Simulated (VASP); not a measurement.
# BaO (Fm-3m) in VASP: a series of runs

The runs below take BaO through single point, relaxation of cell and atoms, with PBEsol.

Everything below comes from runs of VASP 6.6.1. Logs are shortened: lines on timing, memory, paths and dates and some standing lists are left out, and cuts for length are marked.

### 1 The cell of the first run

The structure is cubic, space group Fm-3m (No. 225). The conventional cell has a = 5.500 Å, b = 5.500 Å, c = 5.500 Å, α = 90.00°, β = 90.00°, γ = 90.00°. Ba (site symmetry m-3m) has 6 O at 2.75 Å within 3.6 Å. Within 3.6 Å of O (site symmetry m-3m) lie 6 Ba at 2.75 Å.

### 2 Single point, PBEsol

INCAR

```
SYSTEM = BaO
PREC = Accurate ; ENCUT = 600
EDIFF = 1E-6 ; ISMEAR = 0
SIGMA = 0.1 ; LREAL = .FALSE.
LASPH = .TRUE. ; NELM = 120
ALGO = Normal ; ISIF = 2
LWAVE = .FALSE. ; LCHARG = .FALSE.
GGA = PS ; NBANDS = 33
GGA_COMPAT = .FALSE.
```

KPOINTS

```
Automatic mesh
0
G
  6 6 2
  0 0 0
```

POSCAR

```
BaO
1.0
    3.8890870000      0.0000000000      0.0000000000
   -1.9445440000      3.3680480000      0.0000000000
    0.0000000000      0.0000000000      9.5262790000
Ba O
3 3
Direct
    0.0000000000      0.0000000000      0.0000000000
    0.3333333300      0.6666666700      0.3333333300
    0.6666666700      0.3333333300      0.6666666700
    0.6666666700      0.3333333300      0.1666666700
    0.0000000000      0.0000000000      0.5000000000
    0.3333333300      0.6666666700      0.8333333300
```

Potentials or basis: VASP PAW PBE potentials, release 64 (Ba_sv, O).

Launch:

```console
cat potpaw_PBE.64/Ba_sv/POTCAR potpaw_PBE.64/O/POTCAR > POTCAR
mpirun -np 1 vasp_std > vasp.out
```

OUTCAR:

```text
SYSTEM = BaO
   PREC = Accurate
   ENCUT = 600
   EDIFF = 1E-6
   ISMEAR = 0
   LREAL = .FALSE.
   LASPH = .TRUE.
   NELM = 120
   ISIF = 2
   GGA = PS

 ion  position               nearest neighbor table
   1  0.000  0.000  0.000-   4 2.75   6 2.75   4 2.75   6 2.75   4 2.75   6 2.75   2 3.89   3 3.89
                             3 3.89   2 3.89   2 3.89   3 3.89
   2  0.333  0.667  0.333-   4 2.75   4 2.75   5 2.75   5 2.75   5 2.75   4 2.75   1 3.89   1 3.89
                             3 3.89   3 3.89   1 3.89   3 3.89
   3  0.667  0.333  0.667-   6 2.75   6 2.75   5 2.75   5 2.75   5 2.75   6 2.75   1 3.89   1 3.89
                             2 3.89   2 3.89   1 3.89   2 3.89
   4  0.667  0.333  0.167-   2 2.75   2 2.75   1 2.75   1 2.75   1 2.75   2 2.75
   5  0.000  0.000  0.500-   3 2.75   2 2.75   3 2.75   2 2.75   2 2.75   3 2.75
   6  0.333  0.667  0.833-   3 2.75   3 2.75   1 2.75   1 2.75   1 2.75   3 2.75

  LATTYP: Found a hexagonal cell.
 ALAT       =     3.8890870000
 C/A-ratio  =     2.4494898160

  Lattice vectors:

 A1 = (   3.8890870000,   0.0000000000,   0.0000000000)
 A2 = (  -1.9445440000,   3.3680480000,   0.0000000000)
 A3 = (   0.0000000000,   0.0000000000,   9.5262790000)

Analysis of symmetry for initial positions (statically):
=====================================================================
 Subroutine PRICEL returns following result:

  LATTYP: Found a face centered cubic cell.
 ALAT       =     5.4999997341

  Lattice vectors:

 A1 = (   1.9445436472,  -1.1226826554,   3.1754263016)
 A2 = (  -0.0000003528,   2.2453653446,   3.1754263016)
 A3 = (  -1.9445432944,  -1.1226826891,   3.1754263968)

   3 primitive cells build up your supercell.

 Routine SETGRP: Setting up the symmetry group for a
 hexagonal supercell.

 Subroutine GETGRP returns: Found 12 space group operations
 (whereof 12 operations were pure point group operations)
 out of a pool of 24 trial point group operations.

The static configuration has the point symmetry D_3d.

Analysis of symmetry for dynamics (positions and initial velocities):
=====================================================================
 Subroutine PRICEL returns following result:

  LATTYP: Found a face centered cubic cell.
 ALAT       =     5.4999997341

  Lattice vectors:

 A1 = (   1.9445436472,  -1.1226826554,   3.1754263016)
[... 101 lines left out ...]
   EDIFF  = 0.1E-05   stopping-criterion for ELM
   LREAL  =      F    real-space projection
   EDIFFG = 0.1E-04   stopping-criterion for IOM
   NSW    =      0    number of steps for IOM
   IBRION =     -1    ionic relax: 0-MD 1-quasi-New 2-CG
   NFREE  =      0    steps in history (QN), initial steepest desc. (CG)
   ISIF   =      2    stress and relaxation
   ISYM   =      2    0-nonsym 1-usesym 2-fastsym
   POTIM  = 0.5000    time-step for ionic-motion
   TEBEG  =    0.0;   TEEND  =   0.0 temperature during run
   PSTRESS=    0.0 pullay stress
   NELECT =      48.0000    total number of electrons
   NUPDOWN=      -1.0000    fix difference up-down
   EMIN   =  10.00;   EMAX   =-10.00  energy-range for DOS
   EFERMI =   0.00;   METHOD = LEGACY
   ISMEAR =     0;   SIGMA  =   0.10  broadening in eV -4-tet -1-fermi 0-gaus
   EFERMI_NEDOS =   21; number of points for ismear=-14 and -15
   IALGO  =     38    algorithm
   IMIX   =      4    mixing-type and parameters
     AMIX     =   0.40;   BMIX     =  1.00
     AMIX_MAG =   1.60;   BMIX_MAG =  1.00
  volume/ion in A,a.u.               =      20.80       140.34
  Fermi-wavevector in a.u.,A,eV,Ry     =   1.190617  2.249940 19.287203  1.417569
  Thomas-Fermi vector in A             =   2.326698
   LORBIT       =      0    0 simple, 1 ext, 2 COOP (PROOUT), +10 PAW based schemes
   GGA     = PS    functional components
   LHFCALC =     F    Hartree Fock is set to
   AEXX    =    0.0000 exact exchange contribution
   IVDW    =     0    specifies the selected vdW correction
   LEPSILON=     F    determine dielectric tensor
   LRPA    =     F    only Hartree local field effects (RPA)
 non-spin polarized calculation
 Gauss-broadening in eV      SIGMA  =   0.10
  energy-cutoff  :      600.00
  volume of cell :      124.78
 maximum number of plane-waves:      4209
 NGX is ok and might be reduce to    32
   NGX = 15   NGY = 15   NGZ = 39

 number of electron      48.0000001 magnetization

 Free energy of the ion-electron system (eV)
  ---------------------------------------------------
  ext. energy  EPLUGINS =         0.00000000
  ---------------------------------------------------
  free energy    TOTEN  =       -37.19221726 eV

  energy without entropy =      -37.19221726  energy(sigma->0) =      -37.19221726

 E-fermi :   2.3703     XC(G=0):  -9.9533

 val. band max:        1.8581970080   @ k =   0.5000   0.0000   0.0000
 cond. band min:       3.6483862199   @ k =   0.5000   0.0000   0.0000
 fundamental gap:      1.7901892119
 Fermi energy:         2.3703236296

 k-point     1 :       0.0000    0.0000    0.0000
  band No.  band energies     occupation
      1     -23.9914      2.00000
      2     -23.7786      2.00000
      3     -23.7786      2.00000
      4     -13.7366      2.00000
      5     -13.7366      2.00000
      6     -13.1366      2.00000
[... 493 lines left out ...]
     32       9.2859      0.00000
     33       9.2859      0.00000

------------------------ aborting loop because EDIFF is reached ----------------------------------------

  FORCE on cell =-STRESS in cart. coord.  units (eV):
  Direction    XX          YY          ZZ          XY          YZ          ZX
  --------------------------------------------------------------------------------------
  -------------------------------------------------------------------------------------
  Total        1.0763282      1.0763281      1.0753292     -0.0000002     -0.0000000      0.0000000
  in kB       13.8199369     13.8199357     13.8071104     -0.0000021     -0.0000000      0.0000000
  external PRESSURE =      13.8156610 kB  Pullay stress =       0.0000000 kB

 VOLUME and BASIS-vectors are now :
 -----------------------------------------------------------------------------
  energy-cutoff  :      600.00
  volume of cell :      124.78
      direct lattice vectors                 reciprocal lattice vectors
     3.889087000  0.000000000  0.000000000     0.257129758  0.148453979  0.000000000
    -1.944544000  3.368048000  0.000000000     0.000000000  0.296907883  0.000000000
     0.000000000  0.000000000  9.526279000     0.000000000  0.000000000  0.104972781

 POSITION                                       TOTAL-FORCE (eV/Angst)
 -----------------------------------------------------------------------------------
      0.00000      0.00000      0.00000        -0.000000      0.000000      0.000000
     -0.00000      2.24537      3.17543         0.000000      0.000000      0.000000
      1.94454      1.12268      6.35085        -0.000000      0.000000      0.000000
      1.94454      1.12268      1.58771        -0.000000     -0.000000     -0.000000
      0.00000      0.00000      4.76314         0.000000      0.000000      0.000000
     -0.00000      2.24537      7.93857         0.000000      0.000000      0.000000
 -----------------------------------------------------------------------------------
    total drift:                               -0.000000     -0.000000      0.000000

  FREE ENERGIE OF THE ION-ELECTRON SYSTEM (eV)
  ---------------------------------------------------
  free  energy   TOTEN  =       -37.1922172570 eV

  energy  without entropy=      -37.1922172570  energy(sigma->0) =      -37.19221726
```

OSZICAR:

```text
N       E                     dE             d eps       ncg     rms          rms(c)
DAV:   1     0.341910196625E+03    0.34191E+03   -0.25579E+04   924   0.151E+03
DAV:   2    -0.215477707831E+02   -0.36346E+03   -0.34300E+03  1291   0.286E+02
DAV:   3    -0.436091609663E+02   -0.22061E+02   -0.21872E+02  1187   0.751E+01
DAV:   4    -0.442990709842E+02   -0.68991E+00   -0.68936E+00  1432   0.111E+01
DAV:   5    -0.443025095000E+02   -0.34385E-02   -0.34380E-02  1173   0.946E-01    0.158E+01
DAV:   6    -0.377218998451E+02    0.65806E+01   -0.40530E+01  1070   0.284E+01    0.111E+01
DAV:   7    -0.372942935326E+02    0.42761E+00   -0.40769E+00  1072   0.960E+00    0.437E+00
DAV:   8    -0.371888618569E+02    0.10543E+00   -0.32049E-01  1041   0.332E+00    0.161E+00
DAV:   9    -0.371898751079E+02   -0.10133E-02   -0.34178E-02  1286   0.108E+00    0.382E-01
DAV:  10    -0.371921661696E+02   -0.22911E-02   -0.34072E-03  1124   0.346E-01    0.847E-02
DAV:  11    -0.371922068689E+02   -0.40699E-04   -0.51698E-04  1253   0.108E-01    0.161E-02
DAV:  12    -0.371922187239E+02   -0.11855E-04   -0.72391E-05  1159   0.435E-02    0.134E-02
DAV:  13    -0.371922171157E+02    0.16082E-05   -0.92595E-06  1156   0.146E-02    0.571E-03
DAV:  14    -0.371922172570E+02   -0.14136E-06   -0.40177E-07   712   0.364E-03
   1 F= -.37192217E+02 E0= -.37192217E+02  d E =-.956782E-14
```

stdout:

```text
POSCAR found type information on POSCAR BaO
 POSCAR found :  2 types and       6 ions
 scaLAPACK will be used
 -----------------------------------------------------------------------------
|                                                                             |
|                                                                             |
|     You enforced a specific xc type in the INCAR file but a different       |
|     I HOPE YOU KNOW WHAT YOU ARE DOING!                                     |
|                                                                             |
 -----------------------------------------------------------------------------

 LDA part: xc-table for (Slater+PW92), standard interpolation
 POSCAR, INCAR and KPOINTS ok, starting setup
 FFT: planning ... GRIDC
 FFT: planning ... GRID_SOFT
 FFT: planning ... GRID
 WAVECAR not read
 entering main loop
```

It took 78 s on 1 thread of Oxide Virtual Turin-like, shared host; peak memory 0.26 GiB.

Results:

- Free energy: -37.1922 eV
- Pressure: 1.4 GPa
- Band gap on the k mesh: 1.79 eV

Caveat: the PAW data sets were made with another functional, which shifts forces and pressure a little; spin-orbit coupling is left out, which moves the levels of the heavy elements. A k mesh can miss the band edges.

### 3 Single point, PBEsol

This run uses another cell than the first one, of 20.69 Å³/atom.

INCAR

```
SYSTEM = BaO
  PREC = Accurate
  ENCUT = 600
  EDIFF = 1E-6
  ISMEAR = 0
  SIGMA = 0.02
  LREAL = .FALSE.
  LASPH = .TRUE.
  NELM = 120
  ALGO = Normal
  ISIF = 2
  LWAVE = .FALSE.
  LCHARG = .FALSE.
  GGA = PS
  NBANDS = 33
  GGA_COMPAT = .FALSE.
```

KPOINTS

```
Automatic mesh
0
G
  9 9 4
  0 0 0
```

POSCAR

```
BaO
1.0
    3.8823200253      0.0000002882      0.0000000000
   -1.9411602622      3.3621876234      0.0000000000
    0.0000000000      0.0000000000      9.5096949628
Ba O
3 3
Direct
    0.0000000000      0.0000000000      0.0000000000
    0.3333333333      0.6666666667      0.3333333333
    0.6666666667      0.3333333333      0.6666666667
    0.6666666667      0.3333333333      0.1666666667
    0.0000000000      0.0000000000      0.5000000000
    0.3333333333      0.6666666667      0.8333333333
```

Potentials or basis: VASP PAW PBE potentials, release 64 (Ba_sv, O).

Launch:

```console
cat potpaw_PBE.64/Ba_sv/POTCAR potpaw_PBE.64/O/POTCAR > POTCAR
mpirun -np 1 vasp_std > vasp.out
```

Wall time 4.9 min (1 thread of Oxide Virtual Turin-like, shared host); peak memory 0.33 GiB.

Results (log left out):

```yaml
Free_energy: -37.1853 eV
Pressure: 1.8 GPa
Band_gap_on_the_k_mesh: 1.87 eV
```

Levels at points of the mesh, in eV from the valence-band top:
```tsv
k point	band 20	band 21	band 22	band 23	band 24	band 25	band 26	band 27	band 28	band 29
(0.00, 0.00, 0.00)	-1.34	-1.34	-0.39	-0.39	-0.39	3.51	4.59	4.59	4.64	4.64
(0.00, 0.00, 0.50)	-0.96	-0.75	-0.75	-0.75	-0.75	4.36	4.36	4.74	4.74	4.92
```

Caveat: the PAW data sets were made with another functional, which shifts forces and pressure a little; spin-orbit coupling is left out, which moves the levels of the heavy elements. A k mesh can miss the band edges.

### 4 Relaxation of cell and atoms, PBEsol

INCAR

```
PREC = Accurate ; ENCUT = 600
EDIFF = 1E-7 ; ISMEAR = 0
SIGMA = 0.02 ; LREAL = False
LASPH = True ; NELM = 120
ALGO = Normal ; ISIF = 3
LWAVE = False ; LCHARG = False
GGA = PS ; IBRION = 2
NSW = 100 ; EDIFFG = -0.005
GGA_COMPAT = False ; NELMIN = 4
```

KPOINTS

```
regular mesh
0
Gamma
  9 9 4
```

POSCAR

```
BaO
1.0
    3.8890870000      0.0000000000      0.0000000000
   -1.9445440000      3.3680480000      0.0000000000
    0.0000000000      0.0000000000      9.5262790000
Ba O
3 3
Direct
    0.0000000000      0.0000000000      0.0000000000
    0.3333333300      0.6666666700      0.3333333300
    0.6666666700      0.3333333300      0.6666666700
    0.6666666700      0.3333333300      0.1666666700
    0.0000000000      0.0000000000      0.5000000000
    0.3333333300      0.6666666700      0.8333333300
```

Launch:

```console
cat potpaw_PBE.64/Ba_sv/POTCAR potpaw_PBE.64/O/POTCAR > POTCAR
mpirun -np 1 vasp_std > vasp.out
```

Wall time 13 min (1 thread of Oxide Virtual Turin-like, shared host); peak memory 0.35 GiB.

It converged, with:

```
Free energy                           : -37.2017 eV
Relaxed volume                        : 21.16 Å³/atom
Relaxed cell                          : a = 3.912 Å, b = 3.912 Å, c = 9.582 Å, α = 90.00°, β = 90.00°, γ = 120.00°
Space group after relaxing (to 0.1 Å) : Fm-3m (No. 225)
Energy gained by relaxing             : 1.6 meV/atom
Ionic steps                           : 3
Pressure after relaxing               : 0.0 GPa
Band gap on the k mesh                : 1.95 eV
```

The path:
```tsv
step	energy change (eV)	largest force (eV/Å)	pressure (GPa)	volume (Å³)
1	0.0000	0.0000	1.39	124.78
2	-0.0072	0.0000	-0.64	128.06
3	-0.0094	0.0000	0.00	126.98
```

Final structure:
```
CELL_PARAMETERS angstrom
3.91177 0.00000 0.00000
-1.95589 3.38770 0.00000
0.00000 0.00000 9.58185
ATOMIC_POSITIONS crystal
Ba 0.00000 0.00000 0.00000
Ba 0.33333 0.66667 0.33333
Ba 0.66667 0.33333 0.66667
O 0.66667 0.33333 0.16667
O 0.00000 0.00000 0.50000
O 0.33333 0.66667 0.83333
```

Levels at points of the mesh, in eV from the valence-band top:
| k point | band 21 | band 22 | band 23 | band 24 | band 25 | band 26 | band 27 | band 28 |
| --- | --- | --- | --- | --- | --- | --- | --- | --- |
| (0.00, 0.00, 0.00) | -1.24 | -0.33 | -0.33 | -0.33 | 3.42 | 4.59 | 4.59 | 4.66 |
| (0.00, 0.00, 0.50) | -0.67 | -0.67 | -0.67 | -0.67 | 4.34 | 4.34 | 4.66 | 4.66 |

Caveat: the PAW data sets were made with another functional, which shifts forces and pressure a little; spin-orbit coupling is left out, which moves the levels of the heavy elements. A k mesh can miss the band edges.

### 5 The runs side by side

```csv
task,cell,k mesh,smearing,gap on the mesh (eV),pressure (GPa)
single point,"a = 3.889, b = 3.889, c = 9.526 Å, angles 90.0, 90.0, 120.0°, 6 atoms",6 × 6 × 2,gaussian 0.1 eV,1.79,1.4
single point,"a = 3.882, b = 3.882, c = 9.510 Å, angles 90.0, 90.0, 120.0°, 6 atoms",9 × 9 × 4,gaussian 0.02 eV,1.87,1.8
relaxation of cell and atoms,"relaxed from a = 3.889, b = 3.889, c = 9.526 Å, angles 90.0, 90.0, 120.0°, 6 atoms",9 × 9 × 4,gaussian 0.02 eV,1.95,0.0
```

Alike in all rows: level PBEsol; potentials or basis VASP PAW PBE potentials, release 64 (Ba_sv, O); no spin polarisation; cutoff (eV) 600.

Caveats: the PAW data sets were made with another functional, which shifts forces and pressure a little; spin-orbit coupling is left out, which moves the levels of the heavy elements.

Absolute energies hang on the potentials; compare differences alone.
